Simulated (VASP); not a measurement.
# TiO2 (I4_1/amd) in VASP: further runs

TiO2 is run at these levels: r2SCAN; tasks: single point.

Everything below comes from runs of VASP 6.6.1. Logs are shortened: lines on timing, memory, paths and dates and some standing lists are left out, and cuts for length are marked.

### 1 The cell of the first run

The structure is tetragonal, space group I4_1/amd (No. 141). Conventional cell: a = 3.803 Å, b = 3.803 Å, c = 9.652 Å, α = 90.00°, β = 90.00°, γ = 90.00°. Within 2.6 Å of Ti (site symmetry -4m2) lie 6 O at 1.95 to 1.99 Å. Within 2.6 Å of O (site symmetry 2mm) lie 3 Ti at 1.95 to 1.99 Å and 2 O at 2.47 Å.

### 2 Single point, r2SCAN

File POSCAR:

```
TiO2
1.0
   -1.9015902700      1.9015902700      4.8260266100
    1.9015902700     -1.9015902700      4.8260266100
    1.9015902700      1.9015902700     -4.8260266100
Ti O
2 4
Direct
    0.0000000000      0.0000000000      0.0000000000
    0.7500000000      0.2500000000      0.5000000000
    0.2064355666      0.2064355666      0.0000000000
    0.9564355666      0.4564355666      0.5000000000
    0.5435644334      0.0435644334      0.5000000000
    0.7935644334      0.7935644334      0.0000000000
```

File INCAR.step1:

```
SYSTEM = TiO2
PREC = Accurate
ENCUT = 520
ISMEAR = -1
SIGMA = 0.02
LREAL = .FALSE.
LASPH = .TRUE.
NELM = 100
NBANDS = 33
GGA = PE
ALGO = Normal
EDIFF = 1E-4
LWAVE = .TRUE.
LCHARG = .FALSE.
```

File INCAR.step2:

```
SYSTEM = TiO2
PREC = Accurate
ENCUT = 520
EDIFF = 1E-6
ISMEAR = -1
SIGMA = 0.02
LREAL = .FALSE.
LASPH = .TRUE.
NELM = 100
ALGO = Normal
ISIF = 2
LWAVE = .FALSE.
LCHARG = .TRUE.
METAGGA = R2SCAN
LMIXTAU = .TRUE.
LELF = .TRUE.
LVHAR = .TRUE.
NBANDS = 33
ISTART = 1
```

File KPOINTS:

```
regular mesh
0
G
  10 10 10
  0 0 0
```

Potentials or basis: VASP PAW PBE potentials, release 64 (Ti_sv, O).

Launch:

```bash
> cat potpaw_PBE.64/Ti_sv/POTCAR potpaw_PBE.64/O/POTCAR > POTCAR
> cp INCAR.step1 INCAR
> mpirun -np 1 vasp_std > vasp.out
> cp INCAR.step2 INCAR
> mpirun -np 1 vasp_std > vasp.out
```

OUTCAR:

```text
SYSTEM = TiO2
   PREC = Accurate
   ENCUT = 520
   EDIFF = 1E-6
   ISMEAR = -1
   LREAL = .FALSE.
   LASPH = .TRUE.
   NELM = 100
   ISIF = 2
   METAGGA = R2SCAN
   ISTART = 1

 ion  position               nearest neighbor table
   1  0.000  0.000  0.000-   5 1.95   4 1.95   5 1.95   4 1.95   3 1.99   6 1.99
   2  0.750  0.250  0.500-   6 1.95   3 1.95   6 1.95   3 1.95   4 1.99   5 1.99
   3  0.206  0.206  0.000-   2 1.95   2 1.95   1 1.99
   4  0.956  0.456  0.500-   1 1.95   1 1.95   2 1.99
   5  0.544  0.044  0.500-   1 1.95   1 1.95   2 1.99
   6  0.794  0.794  0.000-   2 1.95   2 1.95   1 1.99

  LATTYP: Found a body centered tetragonal cell.
 ALAT       =     3.8031805400
 C/A-ratio  =     2.5378898315

  Lattice vectors:

 A1 = (  -1.9015902700,   1.9015902700,   4.8260266100)
 A2 = (   1.9015902700,  -1.9015902700,   4.8260266100)
 A3 = (   1.9015902700,   1.9015902700,  -4.8260266100)

Analysis of symmetry for initial positions (statically):
=====================================================================
 Subroutine PRICEL returns:
 Original cell was already a primitive cell.

 Routine SETGRP: Setting up the symmetry group for a
 body centered tetragonal supercell.

 Subroutine GETGRP returns: Found 16 space group operations
 (whereof  8 operations were pure point group operations)
 out of a pool of 16 trial point group operations.

The static configuration has the point symmetry D_2d.
 The point group associated with its full space group is D_4h.

Analysis of symmetry for dynamics (positions and initial velocities):
=====================================================================
 Subroutine PRICEL returns:
 Original cell was already a primitive cell.

 Routine SETGRP: Setting up the symmetry group for a
 body centered tetragonal supercell.

 Subroutine GETGRP returns: Found 16 space group operations
 (whereof  8 operations were pure point group operations)
 out of a pool of 16 trial point group operations.

The dynamic configuration has the point symmetry D_2d.
 The point group associated with its full space group is D_4h.

 Subroutine INISYM returns: Found 16 space group operations
 (whereof  8 operations are pure point group operations),
 and found     1 'primitive' translations

----------------------------------------------------------------------------------------

                                     Primitive cell

  volume of cell :      69.8045

  direct lattice vectors                    reciprocal lattice vectors
    -1.901590270  1.901590270  4.826026610     0.000000000  0.262937820  0.103604899
     1.901590270 -1.901590270  4.826026610     0.262937820  0.000000000  0.103604899
     1.901590270  1.901590270 -4.826026610     0.262937820  0.262937820  0.000000000

  length of vectors
     5.524728405  5.524728405  5.524728405     0.282613291  0.282613291  0.371850231

  position of ions in fractional coordinates (direct lattice)
     0.000000000  0.000000000  0.000000000
     0.750000000  0.250000000  0.500000000
     0.206435567  0.206435567  0.000000000
     0.956435567  0.456435567  0.500000000
     0.543564433  0.043564433  0.500000000
     0.793564433  0.793564433  0.000000000

  ion indices of the primitive-cell ions
   primitive index   ion index
                 1           1
                 2           2
                 3           3
                 4           4
                 5           5
                 6           6

----------------------------------------------------------------------------------------

 KPOINTS: regular mesh

Automatic generation of k-mesh.
 Grid dimensions read from file:
 generate k-points for:   10   10   10

 Generating k-lattice:

  Cartesian coordinates                     Fractional coordinates (reciprocal lattice)
     0.000000000  0.026293782  0.010360490     0.100000000  0.000000000  0.000000000
     0.026293782  0.000000000  0.010360490     0.000000000  0.100000000  0.000000000
     0.026293782  0.026293782  0.000000000     0.000000000  0.000000000  0.100000000

  Length of vectors
     0.028261329  0.028261329  0.037185023

  Shift w.r.t. Gamma in fractional coordinates (k-lattice)
     0.000000000  0.000000000  0.000000000

 Subroutine IBZKPT returns following result:
 ===========================================

 Found    102 irreducible k-points:

 Following reciprocal coordinates:
            Coordinates               Weight
  0.000000  0.000000  0.000000      1.000000
  0.100000 -0.000000  0.000000      8.000000
  0.200000 -0.000000  0.000000      8.000000
  0.300000  0.000000 -0.000000      8.000000
  0.400000  0.000000 -0.000000      8.000000
  0.500000  0.000000  0.000000      4.000000
[... 16 lines left out ...]
  0.300000  0.300000 -0.000000      8.000000
  0.400000  0.300000  0.000000     16.000000
 [... further k-points ...]
   k-points           NKPTS =    102   k-points in BZ     NKDIM =    102   number of bands    NBANDS=     33
   number of dos      NEDOS =    301   number of ions     NIONS =      6
   total plane-waves  NPLWV =  74088
   dimension x,y,z NGX =    42 NGY =   42 NGZ =   42
   dimension x,y,z NGXF=    84 NGYF=   84 NGZF=   84
   ions per type =               2   4
   NGX,Y,Z   is equivalent  to a cutoff of  12.64, 12.64, 12.64 a.u.
   NGXF,Y,Z  is equivalent  to a cutoff of  25.28, 25.28, 25.28 a.u.
 SYSTEM =  TiO2
   PREC   = accura    normal or accurate (medium, high low for compatibility)
   ISTART =      1    job   : 0-new  1-cont  2-samecut
   ICHARG =      0    charge: 1-file 2-atom 10-const
   ISPIN  =      1    spin polarized calculation?
   LNONCOLLINEAR =      F non collinear calculations
   LSORBIT =      F    spin-orbit coupling
   LASPH  =      T    aspherical Exc in radial PAW
   ENCUT  =  520.0 eV  38.22 Ry    6.18 a.u.  10.27 10.27 10.27*2*pi/ulx,y,z
   NELM   =    100;   NELMIN=  2; NELMDL=  0     # of ELM steps
   EDIFF  = 0.1E-05   stopping-criterion for ELM
   LREAL  =      F    real-space projection
   EDIFFG = 0.1E-04   stopping-criterion for IOM
   NSW    =      0    number of steps for IOM
   IBRION =     -1    ionic relax: 0-MD 1-quasi-New 2-CG
   NFREE  =      0    steps in history (QN), initial steepest desc. (CG)
   ISIF   =      2    stress and relaxation
   ISYM   =      2    0-nonsym 1-usesym 2-fastsym
   POTIM  = 0.5000    time-step for ionic-motion
   TEBEG  =    0.0;   TEEND  =   0.0 temperature during run
   PSTRESS=    0.0 pullay stress
   NELECT =      48.0000    total number of electrons
   NUPDOWN=      -1.0000    fix difference up-down
   EMIN   =  10.00;   EMAX   =-10.00  energy-range for DOS
   EFERMI =   0.00;   METHOD = LEGACY
   ISMEAR =    -1;   SIGMA  =   0.02  broadening in eV -4-tet -1-fermi 0-gaus
   EFERMI_NEDOS =   21; number of points for ismear=-14 and -15
   IALGO  =     38    algorithm
   IMIX   =      4    mixing-type and parameters
     AMIX     =   0.40;   BMIX     =  1.00
     AMIX_MAG =   1.60;   BMIX_MAG =  1.00
  volume/ion in A,a.u.               =      11.63        78.51
  Fermi-wavevector in a.u.,A,eV,Ry     =   1.444976  2.730609 28.408371  2.087956
  Thomas-Fermi vector in A             =   2.563210
   LORBIT       =      0    0 simple, 1 ext, 2 COOP (PROOUT), +10 PAW based schemes
   METAGGA = R2SCAN    functional components
   LHFCALC =     F    Hartree Fock is set to
   AEXX    =    0.0000 exact exchange contribution
   IVDW    =     0    specifies the selected vdW correction
   LEPSILON=     F    determine dielectric tensor
   LRPA    =     F    only Hartree local field effects (RPA)
 non-spin polarized calculation
  energy-cutoff  :      520.00
  volume of cell :       69.80
 maximum number of plane-waves:      1897
 NGX is ok and might be reduce to    42
   NGX = 21   NGY = 21   NGZ = 21

 number of electron      47.9999999 magnetization

 Free energy of the ion-electron system (eV)
  ---------------------------------------------------
  ext. energy  EPLUGINS =         0.00000000
  ---------------------------------------------------
  free energy    TOTEN  =       -69.85189806 eV

  energy without entropy =      -69.85189806  energy(sigma->0) =      -69.85189806

 E-fermi :   3.3927     XC(G=0): -11.3290

 val. band max:        2.8043136671   @ k =  -0.4000   0.4000   0.0000
 cond. band min:       5.3417067193   @ k =   0.0000   0.0000   0.0000
 fundamental gap:      2.5373930522
 Fermi energy:         3.3927052476

 k-point     1 :       0.0000    0.0000    0.0000
  band No.  band energies     occupation
      1     -55.8327      2.00000
      2     -55.7791      2.00000
      3     -31.2240      2.00000
      4     -30.9892      2.00000
      5     -30.9892      2.00000
      6     -30.9252      2.00000
[... 25 lines left out ...]
     32       8.2759      0.00000
     33       8.3407      0.00000

 k-point     2 :       0.1000   -0.0000    0.0000
  band No.  band energies     occupation
      1     -55.8315      2.00000
      2     -55.7798      2.00000
      3     -31.2215      2.00000
      4     -31.0024      2.00000
      5     -30.9900      2.00000
      6     -30.9306      2.00000
[... 25 lines left out ...]
     32       8.3937      0.00000
     33       8.6498      0.00000

 k-point     3 :       0.2000   -0.0000    0.0000
  band No.  band energies     occupation
      1     -55.8282      2.00000
      2     -55.7820      2.00000
      3     -31.2149      2.00000
      4     -31.0353      2.00000
      5     -30.9920      2.00000
      6     -30.9436      2.00000
[... 25 lines left out ...]
     32       8.7485      0.00000
     33       9.0907      0.00000

 k-point     4 :       0.3000    0.0000   -0.0000
  band No.  band energies     occupation
      1     -55.8236      2.00000
      2     -55.7853      2.00000
      3     -31.2069      2.00000
      4     -31.0747      2.00000
      5     -30.9943      2.00000
      6     -30.9564      2.00000
[... 673 lines left out ...]
     32       9.4872      0.00000
     33       9.5262      0.00000

 k-point    23 :       0.3000    0.3000   -0.0000
  band No.  band energies     occupation
      1     -55.8123      2.00000
      2     -55.7937      2.00000
      3     -31.1819      2.00000
      4     -31.1243      2.00000
      5     -31.0359      2.00000
      6     -30.9945      2.00000
[... 25 lines left out ...]
     32       9.5302      0.00000
     33      10.3404      0.00000

 k-point    24 :       0.4000    0.3000    0.0000
  band No.  band energies     occupation
      1     -55.8088      2.00000
      2     -55.7960      2.00000
      3     -31.1846      2.00000
      4     -31.1460      2.00000
      5     -31.0384      2.00000
      6     -31.0100      2.00000
[... 25 lines left out ...]
     32       9.5475      0.00000
     33      10.4246      0.00000

 [... further k-points ...]

------------------------ aborting loop because EDIFF is reached ----------------------------------------

  FORCE on cell =-STRESS in cart. coord.  units (eV):
  Direction    XX          YY          ZZ          XY          YZ          ZX
  --------------------------------------------------------------------------------------
  -------------------------------------------------------------------------------------
  Total       -1.3721263     -1.3721263     -1.0283118      0.0000000     -0.0000000      0.0000000
  in kB      -31.4935106    -31.4935106    -23.6021619      0.0000000     -0.0000000      0.0000000
  external PRESSURE =     -28.8630611 kB  Pullay stress =       0.0000000 kB

 VOLUME and BASIS-vectors are now :
 -----------------------------------------------------------------------------
  energy-cutoff  :      520.00
  volume of cell :       69.80
      direct lattice vectors                 reciprocal lattice vectors
    -1.901590270  1.901590270  4.826026610     0.000000000  0.262937820  0.103604899
     1.901590270 -1.901590270  4.826026610     0.262937820  0.000000000  0.103604899
     1.901590270  1.901590270 -4.826026610     0.262937820  0.262937820  0.000000000

 POSITION                                       TOTAL-FORCE (eV/Angst)
 -----------------------------------------------------------------------------------
      0.00000      0.00000      0.00000        -0.000000     -0.000000     -0.000000
     -0.00000      1.90159      2.41301        -0.000000     -0.000000     -0.000000
      0.00000      0.00000      1.99253         0.000000     -0.000000      0.030221
      0.00000      1.90159      4.40554        -0.000000      0.000000      0.030221
      0.00000      1.90159      0.42049        -0.000000      0.000000     -0.030221
      0.00000      0.00000      7.65953         0.000000     -0.000000     -0.030221
 -----------------------------------------------------------------------------------
    total drift:                                0.000000      0.000000      0.000000

  FREE ENERGIE OF THE ION-ELECTRON SYSTEM (eV)
  ---------------------------------------------------
  free  energy   TOTEN  =       -69.8518980599 eV

  energy  without entropy=      -69.8518980599  energy(sigma->0) =      -69.85189806
```

Run time: 55 min. Hardware: 1 thread of Oxide Virtual Turin-like, shared host; peak memory 0.36 GiB.

What came out:

```
Free energy            : -69.8519 eV
Pressure               : -2.9 GPa
Largest force          : 0.030 eV/Å
Band gap on the k mesh : 2.54 eV (least direct gap 2.84 eV)
```

Forces on the atoms (eV/Å):
```
Ti   0.000  0.000  0.000
Ti   0.000  0.000  0.000
O    0.000  0.000  0.030
O    0.000  0.000  0.030
O    0.000  0.000 -0.030
O    0.000  0.000 -0.030
```

Caveat: the PAW data sets were made with another functional, which shifts forces and pressure a little. A k mesh can miss the band edges.

### 3 Single point, r2SCAN

This run uses another cell than the first one, of 11.86 Å³/atom.

File POSCAR:

```
TiO2
1.0
   -1.9139386000      1.9139386000      4.8573653200
    1.9139386000     -1.9139386000      4.8573653200
    1.9139386000      1.9139386000     -4.8573653200
Ti O
2 4
Direct
    0.0000000000      0.0000000000      0.0000000000
    0.7500000000      0.2500000000      0.5000000000
    0.2056380678      0.2056380678      0.0000000000
    0.9556380678      0.4556380678      0.5000000000
    0.5443619322      0.0443619322      0.5000000000
    0.7943619322      0.7943619322      0.0000000000
```

File INCAR.step1:

```
SYSTEM = TiO2
ALGO = Normal
EDIFF = 1E-4
ENCUT = 520
GGA = PE
ISMEAR = -1
LASPH = .TRUE.
LCHARG = .FALSE.
LREAL = .FALSE.
LWAVE = .TRUE.
NBANDS = 33
NELM = 100
PREC = Accurate
SIGMA = 0.02
```

File INCAR.step2:

```
SYSTEM = TiO2
ALGO = Normal
EDIFF = 1E-6
ENCUT = 520
ISIF = 2
ISMEAR = -1
ISTART = 1
LASPH = .TRUE.
LCHARG = .TRUE.
LELF = .TRUE.
LMIXTAU = .TRUE.
LREAL = .FALSE.
LVHAR = .TRUE.
LWAVE = .FALSE.
METAGGA = R2SCAN
NBANDS = 33
NELM = 100
PREC = Accurate
SIGMA = 0.02
```

File KPOINTS:

```
k-points
0
G
  10 10 10
  0 0 0
```

Potentials or basis: VASP PAW PBE potentials, release 64 (Ti_sv, O).

Launch:

```bash
> cat potpaw_PBE.64/Ti_sv/POTCAR potpaw_PBE.64/O/POTCAR > POTCAR
> cp INCAR.step1 INCAR
> mpirun -np 1 vasp_std > vasp.out
> cp INCAR.step2 INCAR
> mpirun -np 1 vasp_std > vasp.out
```

Wall time 53 min (1 thread of Oxide Virtual Turin-like, shared host); peak memory 0.37 GiB.

Results (log left out):

```
Free energy            : -69.8129 eV
Pressure               : -6.5 GPa
Largest force          : 0.035 eV/Å
Band gap on the k mesh : 2.51 eV (least direct gap 2.79 eV)
```

Forces in eV/Å, atoms in the order of the input:
```
Ti   0.000  0.000  0.000
Ti   0.000  0.000  0.000
O    0.000  0.000  0.035
O    0.000  0.000  0.035
O    0.000  0.000 -0.035
O    0.000  0.000 -0.035
```

Stress tensor (GPa, compression positive):
```
-6.99  0.00  0.00
 0.00 -6.99  0.00
 0.00  0.00 -5.40
```

Levels at points of the mesh, in eV from the valence-band top:
| k point | band 20 | band 21 | band 22 | band 23 | band 24 | band 25 | band 26 | band 27 | band 28 | band 29 |
| --- | --- | --- | --- | --- | --- | --- | --- | --- | --- | --- |
| (0.00, 0.00, 0.00) | -0.79 | -0.77 | -0.77 | -0.39 | -0.39 | 2.51 | 3.18 | 4.35 | 4.35 | 4.36 |
| (0.50, 0.00, 0.00) | -1.92 | -1.82 | -0.85 | -0.84 | -0.64 | 3.55 | 3.81 | 3.88 | 3.88 | 4.55 |
| (0.50, 0.50, 0.00) | -2.58 | -1.93 | -1.93 | -0.05 | -0.05 | 3.58 | 3.58 | 4.03 | 4.03 | 5.10 |
| (0.50, 0.50, 0.50) | -1.34 | -1.22 | -1.22 | -0.08 | -0.08 | 2.83 | 2.83 | 4.08 | 4.08 | 4.65 |

Caveat: the cell stands under tension; the PAW data sets were made with another functional, which shifts forces and pressure a little.
